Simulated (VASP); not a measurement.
# ZnSnP2 (I-42d) in VASP: notebook

Runs on ZnSnP2. Level: PBE. Tasks: single point.

Everything below comes from runs of VASP 6.6.1. Logs are shortened: lines on timing, memory, paths and dates and some standing lists are left out, and cuts for length are marked.

## Step 1: The cell of the first run

Symmetry: I-42d, No. 122, tetragonal system. Conventional cell: a = 5.650 Å, b = 5.650 Å, c = 11.327 Å, α = 90.00°, β = 90.00°, γ = 90.00°. Zn (site symmetry -4) has 4 P at 2.38 Å within 3.1 Å. Within 3.1 Å of P (site symmetry 2) lie 2 Zn at 2.38 Å and 2 Sn at 2.52 Å. Sn (site symmetry -4) has 4 P at 2.52 Å within 3.3 Å.

## Step 2: Single point, PBE, non-collinear spin, zero start, spin-orbit coupling

INCAR

```
SYSTEM = ZnSnP2
PREC = Accurate ; ENCUT = 500
EDIFF = 1E-6 ; ISMEAR = -1
SIGMA = 0.02 ; LREAL = .False.
LASPH = .True. ; NELM = 200
ALGO = Normal ; ISIF = 2
LWAVE = .False. ; LCHARG = .False.
MAGMOM = 0 0 0 0 0 0 0 0 0 0 0 0 0 0 0 0 0 0 0 0 0 0 0 0 ; LORBIT = 11
LSORBIT = .True. ; GGA_COMPAT = .False.
LORBMOM = .True. ; GGA = PE
NBANDS = 90 ; KPAR = 4
```

KPOINTS

```
regular mesh
0
Gamma
  6 6 6
  0 0 0
```

POSCAR

```
ZnSnP2
1.0
   -2.8252061622      2.8252061622      5.6635792276
    2.8252061622     -2.8252061622      5.6635792276
    2.8252061622      2.8252061622     -5.6635792276
Zn P Sn
2 4 2
Direct
    0.0000000000      0.0000000000      0.0000000000
    0.7500000000      0.2500000000      0.5000000000
    0.3750000000      0.3532621860      0.4782621860
    0.1032621860      0.6250000000     -0.0217378140
    0.8750000000      0.8967378140      0.5217378140
    0.6467378140      0.1250000000      0.0217378140
    0.5000000000      0.5000000000      0.0000000000
    0.2500000000      0.7500000000      0.5000000000
```

Potentials or basis: VASP PAW PBE potentials, release 64 (Zn, P, Sn_d).

Started as:

```sh
$ cat potpaw_PBE.64/Zn/POTCAR potpaw_PBE.64/P/POTCAR potpaw_PBE.64/Sn_d/POTCAR > POTCAR
$ mpirun -np 4 vasp_ncl > vasp.out
```

OUTCAR:

```text
SYSTEM = ZnSnP2
   PREC = Accurate
   ENCUT = 500
   EDIFF = 1E-6
   ISMEAR = -1
   LREAL = .False.
   LASPH = .True.
   NELM = 200
   ISIF = 2
   LORBIT = 11
   LSORBIT = .True.
   GGA = PE

 ion  position               nearest neighbor table
   1  0.000  0.000  0.000-   3 2.38   4 2.38   5 2.38   6 2.38
   2  0.750  0.250  0.500-   4 2.38   3 2.38   5 2.38   6 2.38
   3  0.375  0.353  0.478-   1 2.38   2 2.38   7 2.52   8 2.52
   4  0.103  0.625  0.978-   2 2.38   1 2.38   8 2.52   7 2.52
   5  0.875  0.897  0.522-   1 2.38   2 2.38   8 2.52   7 2.52
   6  0.647  0.125  0.022-   1 2.38   2 2.38   7 2.52   8 2.52
   7  0.500  0.500  0.000-   6 2.52   4 2.52   5 2.52   3 2.52
   8  0.250  0.750  0.500-   5 2.52   3 2.52   6 2.52   4 2.52

  LATTYP: Found a body centered tetragonal cell.
 ALAT       =     5.6504123244
 C/A-ratio  =     2.0046605106

  Lattice vectors:

 A1 = (  -2.8252061622,   2.8252061622,   5.6635792276)
 A2 = (   2.8252061622,  -2.8252061622,   5.6635792276)
 A3 = (   2.8252061622,   2.8252061622,  -5.6635792276)

Analysis of symmetry for initial positions (statically):
=====================================================================
 Subroutine PRICEL returns:
 Original cell was already a primitive cell.

 Routine SETGRP: Setting up the symmetry group for a
 body centered tetragonal supercell.

 Subroutine GETGRP returns: Found  8 space group operations
 (whereof  4 operations were pure point group operations)
 out of a pool of 16 trial point group operations.

The static configuration has the point symmetry S_4 .
 The point group associated with its full space group is D_2d.

Analysis of symmetry for dynamics (positions and initial velocities):
=====================================================================
 Subroutine PRICEL returns:
 Original cell was already a primitive cell.

 Routine SETGRP: Setting up the symmetry group for a
 body centered tetragonal supercell.

 Subroutine GETGRP returns: Found  8 space group operations
 (whereof  4 operations were pure point group operations)
 out of a pool of 16 trial point group operations.

The dynamic configuration has the point symmetry S_4 .
 The point group associated with its full space group is D_2d.

Analysis of structural, dynamic, and magnetic symmetry:
=====================================================================
 Subroutine PRICEL returns:
 Original cell was already a primitive cell.

 Routine SETGRP: Setting up the symmetry group for a
 body centered tetragonal supercell.

 Subroutine GETGRP returns: Found  8 space group operations
 (whereof  4 operations were pure point group operations)
 out of a pool of 16 trial point group operations.

The overall configuration has the point symmetry S_4 .
 The point group associated with its full space group is D_2d.

 Subroutine INISYM returns: Found  8 space group operations
 (whereof  4 operations are pure point group operations),
 and found     1 'primitive' translations

----------------------------------------------------------------------------------------

                                     Primitive cell

  volume of cell :     180.8220

  direct lattice vectors                    reciprocal lattice vectors
    -2.825206162  2.825206162  5.663579228     0.000000000  0.176978235  0.088283395
     2.825206162 -2.825206162  5.663579228     0.176978235  0.000000000  0.088283395
     2.825206162  2.825206162 -5.663579228     0.176978235  0.176978235  0.000000000

  length of vectors
     6.931068416  6.931068416  6.931068416     0.197775766  0.197775766  0.250285020

  position of ions in fractional coordinates (direct lattice)
     0.000000000  0.000000000  0.000000000
     0.750000000  0.250000000  0.500000000
     0.375000000  0.353262186  0.478262186
     0.103262186  0.625000000  0.978262186
     0.875000000  0.896737814  0.521737814
     0.646737814  0.125000000  0.021737814
     0.500000000  0.500000000  0.000000000
     0.250000000  0.750000000  0.500000000

  ion indices of the primitive-cell ions
   primitive index   ion index
                 1           1
[... 2235 lines left out ...]
  Total        2.2231595      2.2231595      2.2101233      0.0000000     -0.0000000      0.0000000
  in kB       19.6983538     19.6983538     19.5828470      0.0000000     -0.0000000      0.0000000
  external PRESSURE =      19.6598516 kB  Pullay stress =       0.0000000 kB

 VOLUME and BASIS-vectors are now :
 -----------------------------------------------------------------------------
  energy-cutoff  :      500.00
  volume of cell :      180.82
      direct lattice vectors                 reciprocal lattice vectors
    -2.825206162  2.825206162  5.663579228     0.000000000  0.176978235  0.088283395
     2.825206162 -2.825206162  5.663579228     0.176978235  0.000000000  0.088283395
     2.825206162  2.825206162 -5.663579228     0.176978235  0.176978235  0.000000000

 POSITION                                       TOTAL-FORCE (eV/Angst)
 -----------------------------------------------------------------------------------
      0.00000      0.00000      0.00000        -0.000000      0.000000     -0.000000
      0.00000      2.82521      2.83179        -0.000000      0.000000     -0.000000
      1.28978      1.41260      1.41589        -0.061407      0.000000     -0.000000
      4.23781      1.28978     -1.41589        -0.000000     -0.061407     -0.000000
      1.53543      1.41260      7.07947         0.061407      0.000000      0.000000
     -1.41260      1.53543      4.24768        -0.000000      0.061407      0.000000
      0.00000      0.00000      5.66358        -0.000000      0.000000      0.000000
      2.82521      0.00000      2.83179        -0.000000      0.000000      0.000000
 -----------------------------------------------------------------------------------
    total drift:                                0.000002      0.000002      0.000001

  FREE ENERGIE OF THE ION-ELECTRON SYSTEM (eV)
  ---------------------------------------------------
  free  energy   TOTEN  =       -33.1356229724 eV

  energy  without entropy=      -33.1356229724  energy(sigma->0) =      -33.13562297

 orbital moment (x)

 # of ion     p       d       tot
 ----------------------------------------
  1         0.000  -0.000  -0.000
  2         0.000  -0.000  -0.000
  3         0.000   0.000   0.000
  4        -0.000   0.000  -0.000
  5        -0.000   0.000  -0.000
  6        -0.000   0.000  -0.000
  7         0.000   0.000   0.000
  8         0.000   0.000   0.000
 ----------------------------------------
            0.000  -0.000  -0.000

 orbital moment (y)

 # of ion     p       d       tot
 ----------------------------------------
  1        -0.000   0.000   0.000
  2        -0.000   0.000   0.000
  3         0.000   0.000   0.000
  4        -0.000   0.000  -0.000
  5         0.000   0.000   0.000
  6         0.000   0.000   0.000
  7        -0.000  -0.000  -0.000
  8        -0.000  -0.000  -0.000
 ----------------------------------------
           -0.000   0.000   0.000

 orbital moment (z)

 # of ion     p       d       tot
 ----------------------------------------
  1        -0.000  -0.000  -0.000
  2         0.000   0.000   0.000
  3         0.000   0.000   0.000
  4         0.000   0.000   0.000
  5         0.000   0.000   0.000
  6         0.000   0.000   0.000
  7         0.000   0.000   0.000
  8        -0.000  -0.000  -0.000
 ----------------------------------------
            0.000   0.000   0.000

 Spin-Orbit-Coupling matrix elements

 Ion:    1  E_soc:     -0.0090304
 l=   1
     0.0000000    -0.0004668    -0.0004596
    -0.0004668     0.0000000    -0.0004668
    -0.0004596    -0.0004668     0.0000000
 l=   2
     0.0000000    -0.0002042     0.0000000    -0.0002042    -0.0008328
    -0.0002042     0.0000000    -0.0006298    -0.0002049    -0.0002081
     0.0000000    -0.0006298     0.0000000    -0.0006298     0.0000000
    -0.0002042    -0.0002049    -0.0006298     0.0000000    -0.0002081
    -0.0008328    -0.0002081     0.0000000    -0.0002081     0.0000000
 l=   3
     0.0000000     0.0000000     0.0000000     0.0000000     0.0000000     0.0000000     0.0000000
     0.0000000     0.0000000     0.0000000     0.0000000     0.0000000     0.0000000     0.0000000
     0.0000000     0.0000000     0.0000000     0.0000000     0.0000000     0.0000000     0.0000000
     0.0000000     0.0000000     0.0000000     0.0000000     0.0000000     0.0000000     0.0000000
[... 129 lines left out ...]
 l=   2
     0.0000000    -0.0012843     0.0000000    -0.0012843    -0.0049407
    -0.0012843     0.0000000    -0.0037047    -0.0012865    -0.0012364
     0.0000000    -0.0037047     0.0000000    -0.0037047     0.0000000
    -0.0012843    -0.0012865    -0.0037047     0.0000000    -0.0012364
    -0.0049407    -0.0012364     0.0000000    -0.0012364     0.0000000
 l=   3
     0.0000000     0.0000000     0.0000000     0.0000000     0.0000000     0.0000000     0.0000000
     0.0000000     0.0000000     0.0000000     0.0000000     0.0000000     0.0000000     0.0000000
     0.0000000     0.0000000     0.0000000     0.0000000     0.0000000     0.0000000     0.0000000
     0.0000000     0.0000000     0.0000000     0.0000000     0.0000000     0.0000000     0.0000000
     0.0000000     0.0000000     0.0000000     0.0000000     0.0000000     0.0000000     0.0000000
     0.0000000     0.0000000     0.0000000     0.0000000     0.0000000     0.0000000     0.0000000
     0.0000000     0.0000000     0.0000000     0.0000000     0.0000000     0.0000000     0.0000000

 total charge

# of ion       s       p       d       tot
------------------------------------------
    1        0.571   0.532   9.750  10.853
    2        0.571   0.532   9.750  10.853
    3        1.039   1.475   0.000   2.515
    4        1.039   1.475   0.000   2.515
    5        1.039   1.475   0.000   2.515
    6        1.039   1.475   0.000   2.515
    7        1.111   1.197  10.049  12.357
    8        1.111   1.197  10.049  12.357
--------------------------------------------------
tot          7.522   9.360  39.597  56.479

 magnetization (x)

# of ion       s       p       d       tot
------------------------------------------
    1       -0.000  -0.000  -0.000  -0.000
    2       -0.000   0.000   0.000   0.000
    3       -0.000  -0.000   0.000  -0.000
    4       -0.000  -0.000   0.000  -0.000
    5        0.000   0.000   0.000   0.000
    6        0.000   0.000   0.000   0.000
    7        0.000  -0.000   0.000  -0.000
    8        0.000  -0.000   0.000  -0.000
--------------------------------------------------
tot         -0.000  -0.000   0.000  -0.000

 magnetization (y)

# of ion       s       p       d       tot
------------------------------------------
    1        0.000  -0.000   0.000  -0.000
    2        0.000   0.000   0.000   0.000
    3        0.000   0.000   0.000   0.000
    4        0.000   0.000   0.000   0.000
    5       -0.000   0.000   0.000  -0.000
    6       -0.000  -0.000   0.000  -0.000
    7        0.000   0.000   0.000   0.000
    8        0.000   0.000   0.000   0.000
--------------------------------------------------
tot          0.000   0.000   0.000   0.000

 magnetization (z)

# of ion       s       p       d       tot
------------------------------------------
    1        0.000   0.000   0.000   0.000
    2       -0.000  -0.000  -0.000  -0.000
    3        0.000  -0.000   0.000  -0.000
    4       -0.000   0.000   0.000   0.000
    5       -0.000   0.000   0.000   0.000
    6       -0.000  -0.000   0.000  -0.000
    7       -0.000  -0.000  -0.000  -0.000
    8        0.000   0.000   0.000   0.000
--------------------------------------------------
tot         -0.000   0.000   0.000   0.000
```

Run time: 17 min. Hardware: 4 MPI ranks of Intel Xeon Platinum 8488C (Sapphire Rapids), shared host; peak memory 1.6 GiB.

What came out:

- Free energy: -33.1356 eV
- Pressure: 2.0 GPa
- Largest force: 0.061 eV/Å
- Net moment: 0.00 μB per cell
- Valence electrons inside the program's atomic spheres: Zn 10.85; P 2.52; Sn 12.36

Forces on the atoms (eV/Å):
```
Zn   0.000  0.000  0.000
Zn   0.000  0.000  0.000
P   -0.061  0.000  0.000
P    0.000 -0.061  0.000
P    0.061  0.000  0.000
P    0.000  0.061  0.000
Sn   0.000  0.000  0.000
Sn   0.000  0.000  0.000
```

Moments on the atoms (μB; x, y, z):
```
Zn  0.00 0.00 0.00
Zn  0.00 0.00 0.00
P   0.00 0.00 0.00
P   0.00 0.00 0.00
P   0.00 0.00 0.00
P   0.00 0.00 0.00
Sn  0.00 0.00 0.00
Sn  0.00 0.00 0.00
```

## Step 3: Single point, PBE

INCAR

```
SYSTEM = ZnSnP2
PREC = Accurate
ENCUT = 500
EDIFF = 1E-6
ISMEAR = 0
SIGMA = 0.01
LREAL = .False.
LASPH = .True.
NELM = 120
ALGO = Normal
ISIF = 2
LWAVE = .False.
LCHARG = .False.
GGA = PE
NBANDS = 46
GGA_COMPAT = .False.
```

KPOINTS

```
Automatic mesh
0
Gamma
  4 4 4
  0 0 0
```

POSCAR is that of step 2.

Potentials or basis: VASP PAW PBE potentials, release 64 (Zn, P, Sn_d).

Started as:

```sh
$ cat potpaw_PBE.64/Zn/POTCAR potpaw_PBE.64/P/POTCAR potpaw_PBE.64/Sn_d/POTCAR > POTCAR
$ mpirun -np 1 vasp_std > vasp.out
```

Run time: 2.4 min. Hardware: 1 thread of Intel Xeon Platinum 8488C (Sapphire Rapids), shared host; peak memory 0.42 GiB.

Results (log left out):

```yaml
Free_energy: -33.0152 eV
Pressure: 2.0 GPa
Largest_force: 0.058 eV/Å
Band_gap_on_the_k_mesh: 0.84 eV
```

Forces on the atoms (eV/Å):
```
Zn   0.000  0.000  0.000
Zn   0.000  0.000  0.000
P   -0.058  0.000  0.000
P    0.000 -0.058  0.000
P    0.058  0.000  0.000
P    0.000  0.058  0.000
Sn   0.000  0.000  0.000
Sn   0.000  0.000  0.000
```

Levels at points of the mesh, in eV from the valence-band top:
| k point | band 32 | band 33 | band 34 | band 35 | band 36 | band 37 | band 38 | band 39 | band 40 | band 41 |
| --- | --- | --- | --- | --- | --- | --- | --- | --- | --- | --- |
| (0.00, 0.00, 0.00) | -2.50 | -2.50 | 0.00 | 0.00 | 0.00 | 0.84 | 1.42 | 1.64 | 3.36 | 3.36 |
| (0.50, 0.00, 0.00) | -2.41 | -2.25 | -1.88 | -1.46 | -0.97 | 2.49 | 2.64 | 2.79 | 3.72 | 3.78 |
| (0.50, 0.50, 0.00) | -1.54 | -1.08 | -1.08 | -0.80 | -0.80 | 1.14 | 1.14 | 2.88 | 2.88 | 4.24 |
| (0.50, 0.50, 0.50) | -2.60 | -1.69 | -1.69 | -1.37 | -1.37 | 1.40 | 1.40 | 1.41 | 1.41 | 2.30 |

Caveat: spin-orbit coupling is left out, which moves the levels of the heavy elements. A k mesh can miss the band edges.
